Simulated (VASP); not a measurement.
# CoO (I4/mmm) in VASP: further runs

The runs below take CoO through single point, with PBE.

Program: VASP 6.6.1. These are calculated values, not measurements. Logs are shortened: lines on timing, memory, paths and dates and some standing lists are left out, and cuts for length are marked.

## (1) The cell of the first run

It takes space group I4/mmm (No. 139, tetragonal). The conventional cell has a = 3.056 Å, b = 3.056 Å, c = 4.270 Å, α = 90.00°, β = 90.00°, γ = 90.00°. Co (site symmetry 4/mmm) has 6 O at 2.13 to 2.16 Å within 2.8 Å. O (site symmetry 4/mmm) has 6 Co at 2.13 to 2.16 Å within 2.8 Å.

## (2) Single point, PBE, collinear spin, ferromagnetic start

The input, INCAR:

```
PREC = Accurate
ENCUT = 520
EDIFF = 1E-7
ISMEAR = -1
SIGMA = 0.05
LREAL = False
LASPH = True
NELM = 150
ALGO = Normal
ISIF = 2
LWAVE = False
LCHARG = False
ISPIN = 2
MAGMOM = 2 0
LORBIT = 11
LMAXMIX = 4
GGA = PE
NBANDS = 18
```

The input, KPOINTS:

```
Automatic mesh
0
Gamma
  12 12 12
```

The input, POSCAR:

```
CoO
1.0
   -1.5278448268      1.5278448268      2.1349805184
    1.5278448268     -1.5278448268      2.1349805184
    1.5278448268      1.5278448268     -2.1349805184
Co O
1 1
Direct
    0.0000000000      0.0000000000      0.0000000000
    0.5000000000      0.5000000000      0.0000000000
```

Potentials or basis: VASP PAW PBE potentials, release 64 (Co, O).

Command:

```
> cat potpaw_PBE.64/Co/POTCAR potpaw_PBE.64/O/POTCAR > POTCAR
> mpirun -np 1 vasp_std > vasp.out
```

OUTCAR:

```text
PREC = Accurate
   ENCUT = 520
   EDIFF = 1E-7
   ISMEAR = -1
   LREAL = False
   LASPH = True
   NELM = 150
   ISIF = 2
   ISPIN = 2
   LORBIT = 11
   GGA = PE

 ion  position               nearest neighbor table
   1  0.000  0.000  0.000-   2 2.13   2 2.13   2 2.16   2 2.16   2 2.16   2 2.16
   2  0.500  0.500  0.000-   1 2.13   1 2.13   1 2.16   1 2.16   1 2.16   1 2.16

  LATTYP: Found a body centered tetragonal cell.
 ALAT       =     3.0556896536
 C/A-ratio  =     1.3973804675

  Lattice vectors:

 A1 = (  -1.5278448268,   1.5278448268,   2.1349805184)
 A2 = (   1.5278448268,  -1.5278448268,   2.1349805184)
 A3 = (   1.5278448268,   1.5278448268,  -2.1349805184)

Analysis of symmetry for initial positions (statically):
=====================================================================
 Subroutine PRICEL returns:
 Original cell was already a primitive cell.

 Routine SETGRP: Setting up the symmetry group for a
 body centered tetragonal supercell.

 Subroutine GETGRP returns: Found 16 space group operations
 (whereof 16 operations were pure point group operations)
 out of a pool of 16 trial point group operations.

The static configuration has the point symmetry D_4h.

Analysis of symmetry for dynamics (positions and initial velocities):
=====================================================================
 Subroutine PRICEL returns:
 Original cell was already a primitive cell.

 Routine SETGRP: Setting up the symmetry group for a
 body centered tetragonal supercell.

 Subroutine GETGRP returns: Found 16 space group operations
 (whereof 16 operations were pure point group operations)
 out of a pool of 16 trial point group operations.

The dynamic configuration has the point symmetry D_4h.

Analysis of structural, dynamic, and magnetic symmetry:
=====================================================================
 Subroutine PRICEL returns:
 Original cell was already a primitive cell.

 Routine SETGRP: Setting up the symmetry group for a
 body centered tetragonal supercell.

 Subroutine GETGRP returns: Found 16 space group operations
 (whereof 16 operations were pure point group operations)
 out of a pool of 16 trial point group operations.

The overall configuration has the point symmetry D_4h.

 Subroutine INISYM returns: Found 16 space group operations
 (whereof 16 operations are pure point group operations),
 and found     1 'primitive' translations

----------------------------------------------------------------------------------------

                                     Primitive cell

  volume of cell :      19.9348

  direct lattice vectors                    reciprocal lattice vectors
    -1.527844827  1.527844827  2.134980518     0.000000000  0.327258365  0.234194174
     1.527844827 -1.527844827  2.134980518     0.327258365  0.000000000  0.234194174
     1.527844827  1.527844827 -2.134980518     0.327258365  0.327258365  0.000000000

  length of vectors
     3.037558468  3.037558468  3.037558468     0.402423842  0.402423842  0.462813218

  position of ions in fractional coordinates (direct lattice)
     0.000000000  0.000000000  0.000000000
     0.500000000  0.500000000  0.000000000

  ion indices of the primitive-cell ions
   primitive index   ion index
                 1           1
                 2           2

----------------------------------------------------------------------------------------

 KPOINTS: Automatic mesh

Automatic generation of k-mesh.
 Grid dimensions read from file:
 generate k-points for:   12   12   12

 Generating k-lattice:

  Cartesian coordinates                     Fractional coordinates (reciprocal lattice)
     0.000000000  0.027271530  0.019516181     0.083333333  0.000000000  0.000000000
     0.027271530  0.000000000  0.019516181     0.000000000  0.083333333  0.000000000
     0.027271530  0.027271530  0.000000000     0.000000000  0.000000000  0.083333333

  Length of vectors
     0.033535320  0.033535320  0.038567768

  Shift w.r.t. Gamma in fractional coordinates (k-lattice)
     0.000000000  0.000000000  0.000000000

 Subroutine IBZKPT returns following result:
 ===========================================

 Found    163 irreducible k-points:

 Following reciprocal coordinates:
            Coordinates               Weight
  0.000000  0.000000  0.000000      1.000000
  0.083333  0.000000 -0.000000      8.000000
  0.166667  0.000000  0.000000      8.000000
  0.250000  0.000000 -0.000000      8.000000
  0.333333  0.000000  0.000000      8.000000
  0.416667  0.000000 -0.000000      8.000000
[... 16 lines left out ...]
  0.500000  0.166667 -0.000000     16.000000
 -0.416667  0.166667  0.000000     16.000000
 [... further k-points ...]
   k-points           NKPTS =    163   k-points in BZ     NKDIM =    163   number of bands    NBANDS=     18
   number of dos      NEDOS =    301   number of ions     NIONS =      2
   total plane-waves  NPLWV =  13824
   dimension x,y,z NGX =    24 NGY =   24 NGZ =   24
   dimension x,y,z NGXF=    48 NGYF=   48 NGZF=   48
   ions per type =               1   1
   NGX,Y,Z   is equivalent  to a cutoff of  13.14, 13.14, 13.14 a.u.
   NGXF,Y,Z  is equivalent  to a cutoff of  26.27, 26.27, 26.27 a.u.
 SYSTEM =  unknown system
   PREC   = accura    normal or accurate (medium, high low for compatibility)
   ISTART =      0    job   : 0-new  1-cont  2-samecut
   ICHARG =      2    charge: 1-file 2-atom 10-const
   ISPIN  =      2    spin polarized calculation?
   LNONCOLLINEAR =      F non collinear calculations
   LSORBIT =      F    spin-orbit coupling
   LASPH  =      T    aspherical Exc in radial PAW
   ENCUT  =  520.0 eV  38.22 Ry    6.18 a.u.   5.65  5.65  5.65*2*pi/ulx,y,z
   NELM   =    150;   NELMIN=  2; NELMDL= -5     # of ELM steps
   EDIFF  = 0.1E-06   stopping-criterion for ELM
   LREAL  =      F    real-space projection
   EDIFFG = 0.1E-05   stopping-criterion for IOM
   NSW    =      0    number of steps for IOM
   IBRION =     -1    ionic relax: 0-MD 1-quasi-New 2-CG
   NFREE  =      0    steps in history (QN), initial steepest desc. (CG)
   ISIF   =      2    stress and relaxation
   ISYM   =      2    0-nonsym 1-usesym 2-fastsym
   POTIM  = 0.5000    time-step for ionic-motion
   TEBEG  =    0.0;   TEEND  =   0.0 temperature during run
   PSTRESS=    0.0 pullay stress
   NELECT =      15.0000    total number of electrons
   NUPDOWN=      -1.0000    fix difference up-down
   EMIN   =  10.00;   EMAX   =-10.00  energy-range for DOS
   EFERMI =   0.00;   METHOD = LEGACY
   ISMEAR =    -1;   SIGMA  =   0.05  broadening in eV -4-tet -1-fermi 0-gaus
   EFERMI_NEDOS =   21; number of points for ismear=-14 and -15
   IALGO  =     38    algorithm
   IMIX   =      4    mixing-type and parameters
     AMIX     =   0.40;   BMIX     =  1.00
     AMIX_MAG =   1.60;   BMIX_MAG =  1.00
  volume/ion in A,a.u.               =       9.97        67.26
  Fermi-wavevector in a.u.,A,eV,Ry     =   1.489022  2.813844 30.166654  2.217187
  Thomas-Fermi vector in A             =   2.601983
   LORBIT       =     11    0 simple, 1 ext, 2 COOP (PROOUT), +10 PAW based schemes
   GGA     = PE    functional components
   LHFCALC =     F    Hartree Fock is set to
   AEXX    =    0.0000 exact exchange contribution
   IVDW    =     0    specifies the selected vdW correction
   LEPSILON=     F    determine dielectric tensor
   LRPA    =     F    only Hartree local field effects (RPA)
 spin polarized calculation
  energy-cutoff  :      520.00
  volume of cell :       19.93
 maximum number of plane-waves:       548
   NGX = 11   NGY = 11   NGZ = 11

 number of electron      15.0000005 magnetization       2.9576714

 Free energy of the ion-electron system (eV)
  ---------------------------------------------------
  ext. energy  EPLUGINS =         0.00000000
  ---------------------------------------------------
  free energy    TOTEN  =       -13.04649683 eV

  energy without entropy =      -13.01173262  energy(sigma->0) =      -13.02911473

 E-fermi :   7.4661     XC(G=0): -12.2308

 val. band max:        7.4659711182   @ k =  -0.2500  -0.2500   0.0833
 cond. band min:       7.4734953609   @ k =  -0.2500  -0.4167   0.1667
 fundamental gap:      0.0075242428
 Fermi energy:         7.4660847043

 spin component 1

 k-point     1 :       0.0000    0.0000    0.0000
  band No.  band energies     occupation
      1     -12.4348      1.00000
      2       4.2035      1.00000
      3       4.2195      1.00000
      4       4.3865      1.00000
      5       4.3865      1.00000
      6       4.4650      1.00000
[... 10 lines left out ...]
     17      28.6723      0.00000
     18      31.7940      0.00000
[... 463 lines left out ...]
 k-point    24 :      -0.4167    0.1667    0.0000
  band No.  band energies     occupation
      1     -11.4421      1.00000
      2       0.4588      1.00000
      3       1.8724      1.00000
      4       2.2155      1.00000
      5       4.6273      1.00000
      6       5.0821      1.00000
[... 10 lines left out ...]
     17      34.2451      0.00000
     18      35.8770      0.00000

 [... further k-points ...]

 spin component 2

 k-point     1 :       0.0000    0.0000    0.0000
  band No.  band energies     occupation
      1     -11.9147      1.00000
      2       5.0313      1.00000
      3       5.0880      1.00000
      4       5.0880      1.00000
      5       6.4272      1.00000
      6       6.4272      1.00000
[... 10 lines left out ...]
     17      29.6482      0.00000
     18      32.6134      0.00000
[... 463 lines left out ...]
 k-point    24 :      -0.4167    0.1667    0.0000
  band No.  band energies     occupation
      1     -10.8805      1.00000
      2       1.0864      1.00000
      3       3.0476      1.00000
      4       3.4693      1.00000
      5       6.6907      1.00000
      6       7.4091      0.75753
[... 10 lines left out ...]
     17      34.6672      0.00000
     18      36.3362      0.00000

 [... further k-points ...]

------------------------ aborting loop because EDIFF is reached ----------------------------------------

  FORCE on cell =-STRESS in cart. coord.  units (eV):
  Direction    XX          YY          ZZ          XY          YZ          ZX
  --------------------------------------------------------------------------------------
  -------------------------------------------------------------------------------------
  Total       -0.8354076     -0.8354076     -0.8484099      0.0000000     -0.0000000      0.0000000
  in kB      -67.1423636    -67.1423636    -68.1873624      0.0000000     -0.0000000      0.0000000
  external PRESSURE =     -67.4906965 kB  Pullay stress =       0.0000000 kB

 VOLUME and BASIS-vectors are now :
 -----------------------------------------------------------------------------
  energy-cutoff  :      520.00
  volume of cell :       19.93
      direct lattice vectors                 reciprocal lattice vectors
    -1.527844827  1.527844827  2.134980518     0.000000000  0.327258365  0.234194174
     1.527844827 -1.527844827  2.134980518     0.327258365  0.000000000  0.234194174
     1.527844827  1.527844827 -2.134980518     0.327258365  0.327258365  0.000000000

 POSITION                                       TOTAL-FORCE (eV/Angst)
 -----------------------------------------------------------------------------------
      0.00000      0.00000      0.00000         0.000000     -0.000000      0.000000
      0.00000      0.00000      2.13498        -0.000000      0.000000     -0.000000
 -----------------------------------------------------------------------------------
    total drift:                               -0.000000      0.000000     -0.000000

  FREE ENERGIE OF THE ION-ELECTRON SYSTEM (eV)
  ---------------------------------------------------
  free  energy   TOTEN  =       -13.0464968288 eV

  energy  without entropy=      -13.0117326238  energy(sigma->0) =      -13.02911473

 total charge

# of ion       s       p       d       tot
------------------------------------------
    1        0.286   0.336   7.120   7.742
    2        1.556   3.410   0.000   4.965
--------------------------------------------------
tot          1.842   3.746   7.120  12.707

 magnetization (x)

# of ion       s       p       d       tot
------------------------------------------
    1        0.020   0.017   2.557   2.594
    2        0.028   0.282   0.000   0.310
--------------------------------------------------
tot          0.048   0.299   2.557   2.904
```

It took 1.9 min on 1 thread of AMD EPYC 9R45 (Zen 5), shared host; peak memory 0.19 GiB.

Results:

```yaml
Free_energy: -13.0465 eV
Pressure: -6.7 GPa
Net_moment: 2.96 μB per cell
Site_moments: Co +2.59; O +0.31 μB
Valence_electrons_inside_the_program's_atomic_spheres: Co 7.74; O 4.96
```

Caveat: the cell stands under tension; a cell with one magnetic atom can't hold antiferromagnetic order, which such compounds often take; semilocal functionals often make such compounds metallic where correlation or magnetic order opens a gap, which also shifts bond lengths. With open d or f shells a metallic result of PBE can be an artefact of self-interaction; +U or a hybrid may open a gap.

## (3) Single point, PBE, collinear spin, ferromagnetic start

This run uses another cell than the first one, of 10.16 Å³/atom.

The input, INCAR:

```
SYSTEM = CoO
PREC     = Accurate       ! precision mode
ENCUT    = 520            ! plane-wave cutoff, eV
EDIFF    = 1E-7           ! SCF threshold, eV
ISMEAR   = -1             ! smearing method
SIGMA    = 0.05           ! smearing width, eV
LREAL    = .False.        ! projectors in reciprocal space
LASPH    = .True.         ! aspherical terms in the spheres
NELM     = 150            ! most SCF steps
ALGO     = Normal         ! electronic algorithm
ISIF     = 2              ! what is computed and relaxed
LWAVE    = .False.        ! write WAVECAR
LCHARG   = .True.         ! write CHGCAR
ISPIN    = 2              ! spin polarisation
MAGMOM   = 2 0            ! initial moments
LORBIT   = 11             ! projections on sites
LMAXMIX  = 4              ! l up to which the mixer works
GGA      = PE             ! functional
LELF     = .True.         ! ELF
LVHAR    = .True.       
NBANDS   = 18             ! bands
```

The input, KPOINTS:

```
Automatic mesh
0
Gamma
  12 12 12
  0 0 0
```

The input, POSCAR:

```
CoO
1.0
   -1.5375765848      1.5375765848      2.1485794871
    1.5375765848     -1.5375765848      2.1485794871
    1.5375765848      1.5375765848     -2.1485794871
Co O
1 1
Direct
    0.0000000000      0.0000000000      0.0000000000
    0.5000000000      0.5000000000      0.0000000000
```

Potentials or basis: VASP PAW PBE potentials, release 64 (Co, O).

Command:

```
> cat potpaw_PBE.64/Co/POTCAR potpaw_PBE.64/O/POTCAR > POTCAR
> mpirun -np 1 vasp_std > vasp.out
```

Run time: 1.9 min. Hardware: 1 thread of AMD EPYC 9R45 (Zen 5), shared host; peak memory 0.19 GiB.

It converged, with:

* Free energy: -13.0274 eV
* Pressure: -9.5 GPa
* Band gap on the k mesh: zero (filled and empty bands overlap)
* Net moment: 2.98 μB per cell
* Site moments: Co +2.61; O +0.31 μB
* Valence electrons inside the program's atomic spheres: Co 7.71; O 4.96

Stress tensor (GPa, compression positive):
```
-9.43  0.00  0.00
 0.00 -9.43  0.00
 0.00  0.00 -9.67
```

Levels at points of the mesh, in eV from the Fermi level:
Spin up:
```csv
k point,band 7,band 8,band 9,band 10,band 11,band 12
"(0.00, 0.00, 0.00)",-2.92,-2.88,-2.88,0.77,16.72,17.75
"(0.50, 0.00, 0.00)",-1.84,-0.04,0.02,4.98,8.89,12.99
"(0.50, 0.50, 0.00)",-2.51,-2.14,-2.05,5.55,9.48,11.51
"(0.50, 0.50, 0.50)",-2.52,-2.15,-2.15,5.56,9.63,11.40
```
Spin down:
```tsv
k point	band 3	band 4	band 5	band 6	band 7	band 8	band 9	band 10
(0.00, 0.00, 0.00)	-2.30	-2.30	-1.00	-1.00	-0.98	0.11	0.16	1.32
(0.50, 0.00, 0.00)	-4.28	-4.24	-0.13	-0.08	0.18	2.57	2.61	5.27
(0.50, 0.50, 0.00)	-3.54	-3.44	-2.00	0.09	0.14	0.54	0.95	6.41
(0.50, 0.50, 0.50)	-3.53	-3.53	-2.02	0.13	0.13	0.61	0.91	6.42
```

Caveat: the cell stands under tension; a cell with one magnetic atom can't hold antiferromagnetic order, which such compounds often take; semilocal functionals often make such compounds metallic where correlation or magnetic order opens a gap, which also shifts bond lengths. With open d or f shells a metallic result of PBE can be an artefact of self-interaction; +U or a hybrid may open a gap.

(Continued in part 2 of 2.)
